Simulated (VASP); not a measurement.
# W16F (a cell with a defect) in VASP: single point with PBE

Aim: the single point of W16F (a cell with a defect) with PBE.

All numbers are computed with VASP 6.6.1; they aren't measurements. Logs are shortened: lines on timing, memory, paths and dates and some standing lists are left out, and cuts for length are marked.

## Step 1: The cell of the first run

The cell holds a defect, 17 atoms: a = 6.368 Å, b = 6.368 Å, c = 6.368 Å, α = 90.00°, β = 90.00°, γ = 90.00°.

## Step 2: Single point, PBE

INCAR reads:

```
ALGO = Normal
EDIFF = 1E-6
ENCUT = 520
GGA = PE
ISIF = 2
ISMEAR = 1
LASPH = True
LCHARG = False
LREAL = Auto
LWAVE = False
NBANDS = 130
NELM = 100
PREC = Accurate
SIGMA = 0.1
```

KPOINTS reads:

```
k-points
0
Gamma
  3 3 3
```

POSCAR reads:

```
W16F
1.0
    6.3684112200      0.0000000000      0.0000000000
    0.0000000000      6.3684112200      0.0000000000
    0.0000000000      0.0000000000      6.3684112200
W F
16 1
Direct
    0.0058039693     -0.0005475316     -0.0032012928
    0.2509210025      0.2445671916      0.2379434930
    0.0021714049     -0.0005471865      0.4906216755
    0.2509229266      0.2482019964      0.7441277166
    0.0020594014      0.4994515322     -0.0046869996
    0.2509180837      0.7543330315      0.2379438005
    0.0304990495      0.4994502998      0.4716459253
    0.2509214420      0.7506967790      0.7441269128
    0.4960373758     -0.0005517545     -0.0032007447
    0.7509228165      0.2483113463      0.2394283352
    0.4996707298     -0.0005497768      0.4906168839
    0.7509199944      0.2198728596      0.7630981817
    0.4997988430      0.4994514699     -0.0046979093
    0.7509230779      0.7505809341      0.2394367150
    0.4713392719      0.4994520340      0.4716431087
    0.7509253875      0.7790329687      0.7630999777
    0.7509184036      0.4994548853      0.6173736246
```

Potentials or basis: VASP PAW PBE potentials, release 64 (W_sv, F).

Started as:

```bash
$ cat potpaw_PBE.64/W_sv/POTCAR potpaw_PBE.64/F/POTCAR > POTCAR
$ mpirun -np 1 vasp_std > vasp.out
```

OUTCAR:

```text
EDIFF = 1E-6
   ENCUT = 520
   GGA = PE
   ISIF = 2
   ISMEAR = 1
   LASPH = True
   LREAL = Auto
   NELM = 100
   PREC = Accurate

 ion  position               nearest neighbor table
   1  0.006  0.999  0.997-  16 2.61  12 2.61   2 2.69   6 2.69  10 2.74  14 2.74   4 2.75   8 2.75
                             9 3.12   3 3.14   5 3.18   5 3.18   3 3.22   9 3.25
   2  0.251  0.245  0.238-  15 2.61   7 2.61   1 2.69   9 2.69   5 2.74  13 2.74  11 2.75   3 2.75
                             6 3.12   4 3.14  10 3.18  10 3.18   4 3.22   6 3.25
   3  0.002  0.999  0.491-   2 2.75   6 2.75  16 2.75  12 2.75   4 2.76   8 2.76  10 2.76  14 2.76
                             1 3.14  11 3.17   7 3.19   7 3.19  11 3.20   1 3.22
   4  0.251  0.248  0.744-   1 2.75   9 2.75  15 2.75   7 2.75   3 2.76  11 2.76   5 2.76  13 2.76
                             2 3.14   8 3.17  12 3.19  12 3.19   8 3.20   2 3.22
   5  0.002  0.499  0.995-  14 2.74  10 2.74   6 2.74   2 2.74   8 2.76   4 2.76  16 2.81  12 2.81
                             7 3.04  13 3.17   1 3.18   1 3.18  13 3.20   7 3.34
   6  0.251  0.754  0.238-  15 2.61   7 2.61   1 2.69   9 2.69   5 2.74  13 2.74  11 2.75   3 2.75
                             2 3.12   8 3.14  14 3.18  14 3.18   8 3.22   2 3.25
   7  0.030  0.499  0.472-  17 2.01   6 2.61   2 2.61   8 2.75   4 2.75  15 2.81  14 2.81  10 2.81
                             5 3.04  12 3.13  16 3.13   3 3.19   3 3.19   5 3.34
   8  0.251  0.751  0.744-   9 2.75   1 2.75  15 2.75   7 2.75   3 2.76  11 2.76   5 2.76  13 2.76
                             6 3.14   4 3.17  16 3.19  16 3.19   4 3.20   6 3.22
   9  0.496  0.999  0.997-  16 2.61  12 2.61   6 2.69   2 2.69  10 2.74  14 2.74   8 2.75   4 2.75
                             1 3.12  11 3.14  13 3.18  13 3.18  11 3.22   1 3.25
  10  0.751  0.248  0.239-  13 2.74   5 2.74   1 2.74   9 2.74   3 2.76  11 2.76   7 2.81  15 2.81
                            12 3.04  14 3.17   2 3.18   2 3.18  14 3.20  12 3.34
  11  0.500  0.999  0.491-   2 2.75   6 2.75  12 2.75  16 2.75   4 2.76   8 2.76  14 2.76  10 2.76
                             9 3.14   3 3.17  15 3.19  15 3.19   3 3.20   9 3.22
  12  0.751  0.220  0.763-  17 2.01   1 2.61   9 2.61   3 2.75  11 2.75  16 2.81  13 2.81   5 2.81
                            10 3.04   7 3.13  15 3.13   4 3.19   4 3.19  10 3.34
  13  0.500  0.499  0.995-  14 2.74  10 2.74   2 2.74   6 2.74   8 2.76   4 2.76  12 2.81  16 2.81
                            15 3.04   5 3.17   9 3.18   9 3.18   5 3.20  15 3.34
  14  0.751  0.751  0.239-  13 2.74   5 2.74   1 2.74   9 2.74  11 2.76   3 2.76   7 2.81  15 2.81
                            16 3.04  10 3.17   6 3.18   6 3.18  10 3.20  16 3.34
  15  0.471  0.499  0.472-  17 2.01   6 2.61   2 2.61   8 2.75   4 2.75   7 2.81  14 2.81  10 2.81
                            13 3.04  12 3.13  16 3.13  11 3.19  11 3.19  13 3.34
  16  0.751  0.779  0.763-  17 2.01   1 2.61   9 2.61   3 2.75  11 2.75  12 2.81  13 2.81   5 2.81
                            14 3.04   7 3.13  15 3.13   8 3.19   8 3.19  14 3.34
  17  0.751  0.499  0.617-  16 2.01  12 2.01  15 2.01   7 2.01

  LATTYP: Found a simple cubic cell.
 ALAT       =     6.3684112200

  Lattice vectors:

 A1 = (   6.3684112200,   0.0000000000,   0.0000000000)
 A2 = (   0.0000000000,   6.3684112200,   0.0000000000)
 A3 = (   0.0000000000,   0.0000000000,   6.3684112200)

Analysis of symmetry for initial positions (statically):
=====================================================================
 Subroutine PRICEL returns:
 Original cell was already a primitive cell.

 Routine SETGRP: Setting up the symmetry group for a
 simple cubic supercell.

 Subroutine GETGRP returns: Found  2 space group operations
 (whereof  1 operations were pure point group operations)
 out of a pool of 48 trial point group operations.

The static configuration has the point symmetry C_1 .
 The point group associated with its full space group is C_2 .

Analysis of symmetry for dynamics (positions and initial velocities):
=====================================================================
 Subroutine PRICEL returns:
 Original cell was already a primitive cell.

 Routine SETGRP: Setting up the symmetry group for a
 simple cubic supercell.

 Subroutine GETGRP returns: Found  2 space group operations
 (whereof  1 operations were pure point group operations)
 out of a pool of 48 trial point group operations.

The dynamic configuration has the point symmetry C_1 .
 The point group associated with its full space group is C_2 .

 Subroutine INISYM returns: Found  2 space group operations
 (whereof  1 operations are pure point group operations),
 and found     1 'primitive' translations

----------------------------------------------------------------------------------------

                                     Primitive cell

  volume of cell :     258.2815

  direct lattice vectors                    reciprocal lattice vectors
     6.368411220  0.000000000  0.000000000     0.157025036  0.000000000  0.000000000
[... 66 lines left out ...]
 Subroutine IBZKPT returns following result:
 ===========================================

 Found     10 irreducible k-points:

 Following reciprocal coordinates:
            Coordinates               Weight
  0.000000  0.000000  0.000000      1.000000
  0.333333  0.000000  0.000000      4.000000
  0.000000  0.000000  0.333333      2.000000
  0.333333  0.333333  0.000000      2.000000
  0.000000  0.333333  0.333333      4.000000
 -0.333333  0.333333  0.000000      2.000000
 -0.333333  0.000000  0.333333      4.000000
  0.333333  0.333333  0.333333      2.000000
 -0.333333  0.333333  0.333333      4.000000
 -0.333333 -0.333333  0.333333      2.000000
   k-points           NKPTS =     10   k-points in BZ     NKDIM =     10   number of bands    NBANDS=    130
   number of dos      NEDOS =    301   number of ions     NIONS =     17
   total plane-waves  NPLWV = 110592
   dimension x,y,z NGX =    48 NGY =   48 NGZ =   48
   dimension x,y,z NGXF=    96 NGYF=   96 NGZF=   96
   ions per type =              16   1
   NGX,Y,Z   is equivalent  to a cutoff of  12.53, 12.53, 12.53 a.u.
   NGXF,Y,Z  is equivalent  to a cutoff of  25.06, 25.06, 25.06 a.u.
 SYSTEM =  unknown system
   PREC   = accura    normal or accurate (medium, high low for compatibility)
   ISTART =      0    job   : 0-new  1-cont  2-samecut
   ICHARG =      2    charge: 1-file 2-atom 10-const
   ISPIN  =      1    spin polarized calculation?
   LNONCOLLINEAR =      F non collinear calculations
   LSORBIT =      F    spin-orbit coupling
   LASPH  =      T    aspherical Exc in radial PAW
   ENCUT  =  520.0 eV  38.22 Ry    6.18 a.u.  11.84 11.84 11.84*2*pi/ulx,y,z
   NELM   =    100;   NELMIN=  2; NELMDL= -5     # of ELM steps
   EDIFF  = 0.1E-05   stopping-criterion for ELM
   LREAL  =      T    real-space projection
   EDIFFG = 0.1E-04   stopping-criterion for IOM
   NSW    =      0    number of steps for IOM
   IBRION =     -1    ionic relax: 0-MD 1-quasi-New 2-CG
   NFREE  =      0    steps in history (QN), initial steepest desc. (CG)
   ISIF   =      2    stress and relaxation
   ISYM   =      2    0-nonsym 1-usesym 2-fastsym
   POTIM  = 0.5000    time-step for ionic-motion
   TEBEG  =    0.0;   TEEND  =   0.0 temperature during run
   PSTRESS=    0.0 pullay stress
   NELECT =     231.0000    total number of electrons
   NUPDOWN=      -1.0000    fix difference up-down
   EMIN   =  10.00;   EMAX   =-10.00  energy-range for DOS
   EFERMI =   0.00;   METHOD = LEGACY
   ISMEAR =     1;   SIGMA  =   0.10  broadening in eV -4-tet -1-fermi 0-gaus
   EFERMI_NEDOS =   21; number of points for ismear=-14 and -15
   IALGO  =     38    algorithm
   IMIX   =      4    mixing-type and parameters
     AMIX     =   0.40;   BMIX     =  1.00
     AMIX_MAG =   1.60;   BMIX_MAG =  1.00
  volume/ion in A,a.u.               =      15.19       102.53
  Fermi-wavevector in a.u.,A,eV,Ry     =   1.577300  2.980665 33.849612  2.487876
  Thomas-Fermi vector in A             =   2.678003
   LORBIT       =      0    0 simple, 1 ext, 2 COOP (PROOUT), +10 PAW based schemes
   GGA     = PE    functional components
   LHFCALC =     F    Hartree Fock is set to
   AEXX    =    0.0000 exact exchange contribution
   IVDW    =     0    specifies the selected vdW correction
   LEPSILON=     F    determine dielectric tensor
   LRPA    =     F    only Hartree local field effects (RPA)
 non-spin polarized calculation
 Methfessel and Paxton  Order N= 1 SIGMA  =   0.10
  energy-cutoff  :      520.00
  volume of cell :      258.28
 maximum number of plane-waves:      6979
   NGX = 23   NGY = 23   NGZ = 23

 number of electron     230.9999968 magnetization

 Free energy of the ion-electron system (eV)
  ---------------------------------------------------
  ext. energy  EPLUGINS =         0.00000000
  ---------------------------------------------------
  free energy    TOTEN  =      -205.76433035 eV

  energy without entropy =     -205.76484263  energy(sigma->0) =     -205.76450111

 E-fermi :  11.5057     XC(G=0): -13.6402

 val. band max:       11.4758375505   @ k =   0.0000   0.0000   0.0000
 cond. band min:      11.5369256961   @ k =  -0.3333   0.0000   0.3333
 fundamental gap:      0.0610881456
 Fermi energy:        11.5056898893

 k-point     1 :       0.0000    0.0000    0.0000
  band No.  band energies     occupation
      1     -62.7664      2.00000
      2     -62.7411      2.00000
      3     -62.7135      2.00000
      4     -62.7123      2.00000
      5     -62.5790      2.00000
      6     -62.5371      2.00000
[... 1289 lines left out ...]
    126      13.3272     -0.00000
    127      13.4002     -0.00000
 [bands above 127 left out]

------------------------ aborting loop because EDIFF is reached ----------------------------------------

  FORCE on cell =-STRESS in cart. coord.  units (eV):
  Direction    XX          YY          ZZ          XY          YZ          ZX
  --------------------------------------------------------------------------------------
  -------------------------------------------------------------------------------------
  Total       20.9461420     20.9461420     24.9390832     -0.0032286      0.0025334      0.0025366
  in kB      129.9335572    129.9335572    154.7026563     -0.0200277      0.0157150      0.0157350
  external PRESSURE =     138.1899236 kB  Pullay stress =       0.0000000 kB

 VOLUME and BASIS-vectors are now :
 -----------------------------------------------------------------------------
  energy-cutoff  :      520.00
  volume of cell :      258.28
      direct lattice vectors                 reciprocal lattice vectors
     6.368411220  0.000000000  0.000000000     0.157025036  0.000000000  0.000000000
     0.000000000  6.368411220  0.000000000     0.000000000  0.157025036  0.000000000
     0.000000000  0.000000000  6.368411220     0.000000000  0.000000000  0.157025036

 POSITION                                       TOTAL-FORCE (eV/Angst)
 -----------------------------------------------------------------------------------
      0.03696      6.36492      6.34802         0.004919     -0.000703      0.007735
      1.59797      1.55750      1.51532         0.000703     -0.004919     -0.007735
      0.01383      6.36493      3.12448        -0.000481      0.000061     -0.001306
      1.59798      1.58065      4.73891        -0.000061      0.000481      0.001306
      0.01312      3.18071      6.33856        -0.000522      0.000381     -0.006910
      1.59795      4.80390      1.51532         0.000857      0.004862     -0.008305
[... 9 lines left out ...]
      4.78220      4.96120      4.85973         0.000498      0.107018      0.050009
      4.78216      3.18073      3.93169        -0.000372      0.000372      0.000000
 -----------------------------------------------------------------------------------
    total drift:                                0.031362      0.036954      0.201631

  FREE ENERGIE OF THE ION-ELECTRON SYSTEM (eV)
  ---------------------------------------------------
  free  energy   TOTEN  =      -205.7643303540 eV

  energy  without entropy=     -205.7648426337  energy(sigma->0) =     -205.76450111
```

It took 21 min on 1 thread of Intel Xeon 8259CL, shared host; peak memory 0.45 GiB.

Results:

```yaml
Free_energy: -205.7643 eV
Pressure: 13.8 GPa
Largest_force: 0.119 eV/Å
Band_gap_on_the_k_mesh: zero (an odd number of electrons rules out a gap without spin polarisation)
```

Forces on the atoms (eV/Å):
```
W    0.005 -0.001  0.008
W    0.001 -0.005 -0.008
W    0.000  0.000 -0.001
W    0.000  0.000  0.001
W   -0.001  0.000 -0.007
W    0.001  0.005 -0.008
W    0.109 -0.001 -0.049
W    0.000  0.001  0.002
W   -0.005 -0.001  0.008
W    0.000  0.001  0.007
W   -0.001  0.000 -0.002
W    0.001 -0.109  0.049
W   -0.001  0.001 -0.005
W   -0.001  0.001  0.005
W   -0.107  0.000 -0.050
W    0.000  0.107  0.050
F    0.000  0.000  0.000
```

Stress tensor (GPa, compression positive):
```
12.99  0.00  0.00
 0.00 12.99  0.00
 0.00  0.00 15.47
```

Levels at points of the mesh, in eV from the Fermi level:
```csv
k point,band 111,band 112,band 113,band 114,band 115,band 116,band 117,band 118,band 119,band 120
"(0.00, 0.00, 0.00)",-0.53,-0.53,-0.50,-0.03,0.10,0.10,0.55,0.56,0.62,0.70
```

Caveat: spin-orbit coupling is left out, which moves the levels of the heavy elements; an odd number of electrons without spin polarisation forces a metal; a magnetic or distorted state may lie lower.
